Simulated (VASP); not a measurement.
A run of VASP 6.6.1:

INCAR

```
ALGO = Normal ; EDIFF = 1E-6
ENCUT = 500 ; GGA = PE
GGA_COMPAT = F ; ISIF = 2
ISMEAR = -1 ; LASPH = T
LCHARG = T ; LELF = T
LREAL = F ; LVHAR = T
LWAVE = F ; NBANDS = 8
NELM = 120 ; PREC = Accurate
SIGMA = 0.06122561905347299
```

KPOINTS

```
k-points
0
Gamma
  46 46 46
```

POSCAR

```
Al
1.0
    0.0000000000      2.0335903036      2.0335903036
    2.0335903036      0.0000000000      2.0335903036
    2.0335903036      2.0335903036      0.0000000000
Al
1
Direct
    0.0000000000      0.0000000000      0.0000000000
```

Potentials or basis: VASP PAW PBE potentials, release 64 (Al).

Command:

```console
$ cat potpaw_PBE.64/Al/POTCAR > POTCAR
$ mpirun -np 1 vasp_std > vasp.out
```

Hardware: 1 thread of Intel(R) Xeon(R) 6975P-C (Granite Rapids), with other jobs on the host.

How long does it take, and how much memory?

It took 73 s on 1 thread of Intel(R) Xeon(R) 6975P-C (Granite Rapids), with other jobs on the host, peak memory 0.36 GiB. Counts: scf iterations 10, k points 2456.
